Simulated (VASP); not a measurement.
# KBr (P4mm) in VASP: notebook, part 2 of 2

VASP 6.6.1. Earlier steps stand in the parts before.

### Step 3. Single point, LDA

INCAR

```
  ALGO = Normal
  EDIFF = 1E-6
  ENCUT = 400
  GGA_COMPAT = False
  ISIF = 2
  ISMEAR = -1
  LASPH = True
  LCHARG = False
  LREAL = False
  LWAVE = False
  NBANDS = 15
  NELM = 120
  PREC = Accurate
  SIGMA = 0.02
```

KPOINTS

```
k-points
0
Gamma
  6 6 6
```

POSCAR

```
KBr
1.0
    4.0434990000      0.0000000000      0.0000000000
    0.0000000000      4.0434990000      0.0000000000
    0.0000000000      0.0000000000      4.0434990000
K Br
1 1
Direct
    0.6666666667      0.0000000000      0.0000000000
    0.4999998763      0.4999998763      0.4999998763
```

Potentials or basis: VASP PAW LDA potentials, release 64 (K_sv, Br).

The run is started by

```bash
$ cat potpaw_LDA.64/K_sv/POTCAR potpaw_LDA.64/Br/POTCAR > POTCAR
$ mpirun -np 1 vasp_std > vasp.out
```

OUTCAR:

```text
EDIFF = 1E-6
   ENCUT = 400
   ISIF = 2
   ISMEAR = -1
   LASPH = True
   LREAL = False
   NELM = 120
   PREC = Accurate

 ion  position               nearest neighbor table
   1  0.667  0.000  0.000-   2 2.94   2 2.94   2 2.94   2 2.94
   2  0.500  0.500  0.500-   1 2.94   1 2.94   1 2.94   1 2.94

  LATTYP: Found a simple cubic cell.
 ALAT       =     4.0434990000

  Lattice vectors:

 A1 = (   4.0434990000,   0.0000000000,   0.0000000000)
 A2 = (   0.0000000000,   4.0434990000,   0.0000000000)
 A3 = (   0.0000000000,   0.0000000000,   4.0434990000)

Analysis of symmetry for initial positions (statically):
=====================================================================
 Subroutine PRICEL returns:
 Original cell was already a primitive cell.

 Routine SETGRP: Setting up the symmetry group for a
 simple cubic supercell.

 Subroutine GETGRP returns: Found  8 space group operations
 (whereof  8 operations were pure point group operations)
 out of a pool of 48 trial point group operations.

The static configuration has the point symmetry C_4v.

Analysis of symmetry for dynamics (positions and initial velocities):
=====================================================================
 Subroutine PRICEL returns:
 Original cell was already a primitive cell.

 Routine SETGRP: Setting up the symmetry group for a
 simple cubic supercell.

 Subroutine GETGRP returns: Found  8 space group operations
 (whereof  8 operations were pure point group operations)
 out of a pool of 48 trial point group operations.

The dynamic configuration has the point symmetry C_4v.

 Subroutine INISYM returns: Found  8 space group operations
 (whereof  8 operations are pure point group operations),
 and found     1 'primitive' translations

----------------------------------------------------------------------------------------

                                     Primitive cell

  volume of cell :      66.1107

  direct lattice vectors                    reciprocal lattice vectors
     4.043499000  0.000000000  0.000000000     0.247310559  0.000000000  0.000000000
[... 119 lines left out ...]
  volume of cell :       66.11
 maximum number of plane-waves:      1222
 NGX is ok and might be reduce to    28
   NGX = 13   NGY = 13   NGZ = 13

 number of electron      15.9999999 magnetization

 Free energy of the ion-electron system (eV)
  ---------------------------------------------------
  ext. energy  EPLUGINS =         0.00000000
  ---------------------------------------------------
  free energy    TOTEN  =        -6.32152659 eV

  energy without entropy =       -6.32152659  energy(sigma->0) =       -6.32152659

 E-fermi :  -0.4990     XC(G=0):  -8.1027

 val. band max:       -1.0170202715   @ k =   0.0000   0.5000   0.3333
 cond. band min:       2.4890967154   @ k =   0.0000   0.0000   0.0000
 fundamental gap:      3.5061169869
 Fermi energy:        -0.4989871984

 k-point     1 :       0.0000    0.0000    0.0000
  band No.  band energies     occupation
      1     -28.8320      2.00000
      2     -13.9793      2.00000
      3     -12.5677      2.00000
      4     -12.5677      2.00000
      5     -12.5137      2.00000
      6      -1.3590      2.00000
      7      -1.3466      2.00000
      8      -1.3466      2.00000
      9       2.4891      0.00000
     10       4.1999      0.00000
     11       7.4741      0.00000
     12       7.7295      0.00000
     13       7.9006      0.00000
     14       9.0471      0.00000
[... 401 lines left out ...]
      2     -14.0713      2.00000
      3     -12.6948      2.00000
      4     -12.6054      2.00000
      5     -12.2208      2.00000
      6      -2.3771      2.00000
      7      -1.8969      2.00000
      8      -1.5674      2.00000
      9       4.9007      0.00000
     10       5.5826      0.00000
     11       6.7548      0.00000
     12       7.1058      0.00000
     13       7.5372      0.00000
     14       8.8472      0.00000
     15      10.2963      0.00000

 [... further k-points ...]

------------------------ aborting loop because EDIFF is reached ----------------------------------------

  FORCE on cell =-STRESS in cart. coord.  units (eV):
  Direction    XX          YY          ZZ          XY          YZ          ZX
  --------------------------------------------------------------------------------------
  -------------------------------------------------------------------------------------
  Total        0.3195055      1.9955294      1.9955294      0.0000000     -0.0000000     -0.0000000
  in kB        7.7431374     48.3611573     48.3611573      0.0000000     -0.0000000     -0.0000000
  external PRESSURE =      34.8218173 kB  Pullay stress =       0.0000000 kB

 VOLUME and BASIS-vectors are now :
 -----------------------------------------------------------------------------
  energy-cutoff  :      400.00
  volume of cell :       66.11
      direct lattice vectors                 reciprocal lattice vectors
     4.043499000  0.000000000  0.000000000     0.247310559  0.000000000  0.000000000
     0.000000000  4.043499000  0.000000000     0.000000000  0.247310559  0.000000000
     0.000000000  0.000000000  4.043499000     0.000000000  0.000000000  0.247310559

 POSITION                                       TOTAL-FORCE (eV/Angst)
 -----------------------------------------------------------------------------------
      2.69567      0.00000      0.00000         0.497244      0.000000      0.000000
      2.02175      2.02175      2.02175        -0.497244      0.000000     -0.000000
 -----------------------------------------------------------------------------------
    total drift:                               -0.000105      0.000313      0.000313

  FREE ENERGIE OF THE ION-ELECTRON SYSTEM (eV)
  ---------------------------------------------------
  free  energy   TOTEN  =        -6.3215265936 eV

  energy  without entropy=       -6.3215265936  energy(sigma->0) =       -6.32152659
```

OSZICAR:

```text
N       E                     dE             d eps       ncg     rms          rms(c)
DAV:   1     0.903679892143E+02    0.90368E+02   -0.60705E+03  1200   0.749E+02
DAV:   2    -0.165957896157E+00   -0.90534E+02   -0.84797E+02  1579   0.230E+02
DAV:   3    -0.654009884550E+01   -0.63741E+01   -0.63527E+01  2250   0.487E+01
DAV:   4    -0.661892750125E+01   -0.78829E-01   -0.78814E-01  1500   0.473E+00
DAV:   5    -0.662011420618E+01   -0.11867E-02   -0.11867E-02  1930   0.499E-01    0.569E+00
DAV:   6    -0.637098796019E+01    0.24913E+00   -0.24228E-01  1557   0.286E+00    0.399E+00
DAV:   7    -0.632132101950E+01    0.49667E-01   -0.14964E-01  1634   0.240E+00    0.148E+00
DAV:   8    -0.632128313624E+01    0.37883E-04   -0.22372E-02  1421   0.113E+00    0.244E-01
DAV:   9    -0.632132848295E+01   -0.45347E-04   -0.53753E-04  1758   0.155E-01    0.139E-01
DAV:  10    -0.632152681735E+01   -0.19833E-03   -0.26216E-04  1385   0.115E-01    0.310E-02
DAV:  11    -0.632152497271E+01    0.18446E-05   -0.35075E-05  1635   0.471E-02    0.869E-03
DAV:  12    -0.632152625879E+01   -0.12861E-05   -0.27259E-06  1499   0.116E-02    0.411E-03
DAV:  13    -0.632152659361E+01   -0.33482E-06   -0.43267E-07  1104   0.453E-03
   1 F= -.63215266E+01 E0= -.63215266E+01  d E =-.185762E-12
```

stdout:

```text
POSCAR found type information on POSCAR K Br
 POSCAR found :  2 types and       2 ions
 scaLAPACK will be used
 LDA part: xc-table for (Slater(with rela. corr.)+CA(PZ))
 , standard interpolation
 POSCAR, INCAR and KPOINTS ok, starting setup
 FFT: planning ... GRIDC
 FFT: planning ... GRID_SOFT
 FFT: planning ... GRID
 WAVECAR not read
 entering main loop
```

Run time: 45 s. Hardware: 1 thread of Intel Xeon 8259CL, shared host; peak memory 0.15 GiB.

What came out:

```yaml
Free_energy: -6.3215 eV
Pressure: 3.5 GPa
Largest_force: 0.497 eV/Å
Band_gap_on_the_k_mesh: 3.51 eV, indirect (least direct gap 3.84 eV)
```

Forces on the atoms (eV/Å):
```
K    0.497  0.000  0.000
Br  -0.497  0.000  0.000
```

### Step 4. Single point, LDA

INCAR

```
SYSTEM = KBr
PREC     = Accurate       ! precision mode
ENCUT    = 400            ! plane-wave cutoff, eV
EDIFF    = 1E-6           ! SCF threshold, eV
ISMEAR   = -1             ! smearing method
SIGMA    = 0.02           ! smearing width, eV
LREAL    = .FALSE.        ! projectors in reciprocal space
LASPH    = .TRUE.         ! aspherical terms in the spheres
NELM     = 120            ! most SCF steps
ALGO     = Normal         ! electronic algorithm
ISIF     = 2              ! what is computed and relaxed
LWAVE    = .FALSE.        ! write WAVECAR
LCHARG   = .TRUE.         ! write CHGCAR
LELF     = .TRUE.         ! ELF
LVHAR    = .TRUE.       
NBANDS   = 15             ! bands
GGA_COMPAT= .FALSE.
```

KPOINTS

```
regular mesh
0
G
  6 6 6
  0 0 0
```

Edit POSCAR of step 3 so:

```diff
@@ -8,3 +8,3 @@
 Direct
-    0.6666666667      0.0000000000      0.0000000000
+    0.8333332097      0.0000000000      0.0000000000
     0.4999998763      0.4999998763      0.4999998763
```

The run is started by

```bash
$ cat potpaw_LDA.64/K_sv/POTCAR potpaw_LDA.64/Br/POTCAR > POTCAR
$ mpirun -np 1 vasp_std > vasp.out
```

Run time: 43 s. Hardware: 1 thread of Intel Xeon 8259CL, shared host; peak memory 0.15 GiB.

The run converged. Its results:

| Item | Value |
| --- | --- |
| Free energy | -6.6042 eV |
| Pressure | -0.8 GPa |
| Largest force | 0.269 eV/Å |
| Band gap on the k mesh | 3.56 eV, indirect (least direct gap 3.85 eV) |

Forces in eV/Å, atoms in the order of the input:
```
K    0.269  0.000  0.000
Br  -0.269  0.000  0.000
```

Stress tensor (GPa, compression positive):
```
-0.95  0.00  0.00
 0.00 -0.67  0.00
 0.00  0.00 -0.67
```

Levels at points of the mesh, in eV from the valence-band top:
```tsv
k point	band 6	band 7	band 8	band 9	band 10	band 11
(0.00, 0.00, 0.00)	-0.33	-0.29	-0.29	3.56	5.51	6.53
(0.50, 0.00, 0.00)	-1.92	-0.24	-0.24	6.39	6.49	7.60
(0.00, 0.50, 0.00)	-1.98	-0.37	-0.08	6.06	6.39	7.55
(0.50, 0.50, 0.00)	-1.46	-1.35	-0.16	5.04	6.39	8.03
(0.00, 0.50, 0.50)	-1.38	-1.38	0.00	5.17	6.93	8.02
(0.50, 0.50, 0.50)	-1.37	-1.37	-1.36	6.61	6.61	7.44
```

A k mesh can miss the band edges.
